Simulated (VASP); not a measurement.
Write the native input for VASP 6.6.1 that does the following.

```
Task                               : relaxation of cell and atoms
Functional                         : PBEsol-based screened hybrid
Potentials or basis                : VASP PAW PBE potentials, release 64 (S, Mg)
Cutoff                             : 600 eV
k mesh                             : 4 × 4 × 4
Occupations                        : fermi-dirac, width 0.05 eV
Spin                               : no spin polarisation
Dipole correction                  : no
Grid for exact exchange (PRECFOCK) : Normal
Share of exact exchange            : 0.25
Further INCAR settings             : ALGO = Normal; EDIFF = 1e-07; IBRION = 2; EDIFFG = -0.01; NSW = 60; ISIF = 3
Screening parameter                : 0.207 1/Å
```

MgS:

```
CELL_PARAMETERS angstrom
0.00000 2.83312 2.83312
2.83312 0.00000 2.83312
2.83312 2.83312 0.00000
ATOMIC_POSITIONS crystal
S 0.25000 0.25000 0.25000
Mg 0.00000 0.00000 0.00000
```

One way to write it, as run:

POSCAR

```
MgS
1.0
    0.0000000000      2.8331200468      2.8331200468
    2.8331200468      0.0000000000      2.8331200468
    2.8331200468      2.8331200468      0.0000000000
S Mg
1 1
Direct
    0.2500000000      0.2500000000      0.2500000000
    0.0000000000      0.0000000000      0.0000000000
```

INCAR.step1

```
ALGO = Normal
EDIFF = 1E-5
ENCUT = 600
GGA = PE
ISMEAR = -1
LASPH = True
LCHARG = False
LREAL = False
LWAVE = True
NBANDS = 11
NELM = 80
PREC = Accurate
SIGMA = 0.05
```

INCAR.step2

```
AEXX = 0.25
ALGO = Normal
EDIFF = 1E-7
EDIFFG = -0.01
ENCUT = 600
GGA = PS
HFSCREEN = 0.207
IBRION = 2
ISIF = 3
ISMEAR = -1
ISTART = 1
LASPH = True
LCHARG = False
LHFCALC = True
LREAL = False
LWAVE = False
NELM = 80
NSW = 60
PREC = Accurate
PRECFOCK = Normal
SIGMA = 0.05
```

KPOINTS

```
k-points
0
Gamma
  4 4 4
```

Potentials or basis: VASP PAW PBE potentials, release 64 (S, Mg).

Launch:

```bash
$ cat potpaw_PBE.64/S/POTCAR potpaw_PBE.64/Mg/POTCAR > POTCAR
$ cp INCAR.step1 INCAR
$ mpirun -np 1 vasp_std > vasp.out
$ cp INCAR.step2 INCAR
$ mpirun -np 1 vasp_std > vasp.out
```

It gave:

```json
{
 "Relaxed volume": "22.31 Å³/atom",
 "Relaxed cell": "a = 3.981 Å, b = 3.981 Å, c = 3.981 Å, α = 60.00°, β = 60.00°, γ = 60.00°",
 "Space group after relaxing (to 0.05 Å)": "F-43m (No. 216)",
 "Energy gained by relaxing": "1.5 meV/atom",
 "Ionic steps": "3",
 "Pressure after relaxing": "0.0 GPa",
 "Band gap on the k mesh": "4.47 eV, direct"
}
```

Caveat: the k points lie up to 0.48 Å⁻¹ apart in the final cell; the PAW data sets were made with another functional, which shifts forces and pressure a little.

It used 1100 s of CPU time on 1 thread of AMD EPYC 7R13 Processor (Zen 3), with other jobs on the host.
